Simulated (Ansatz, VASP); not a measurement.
**La: VASP beside Ansatz**

```xyz
1
Lattice="3.2930 0.0000 0.0000 0.0000 3.2930 0.0000 0.0000 0.0000 3.2930" Properties=species:S:1:pos:R:3 pbc="T T T"
La    0.0000    0.0000    0.0000
```

Alike in both runs: task single point; functional RPBE; k mesh 11 × 11 × 11; occupations fermi-dirac, width 0.1 eV; no spin polarisation.

|  | VASP | Ansatz |
| --- | --- | --- |
| version | VASP 6.6.1 | Ansatz 0.2.0 |
| potentials or method | VASP PAW PBE potentials, release 64 (La), cutoff 520 eV | plane waves (420 eV) with PAW, scalar-relativistic |
| valence electrons in the cell | 11 | 11 |

|  | VASP | Ansatz | Ansatz less VASP |
| --- | --- | --- | --- |
| pressure (GPa) | 2.1 | 2.1 | -0.02 |

VASP's potentials were made for PBE, not for RPBE.

Spin-orbit coupling is off throughout.
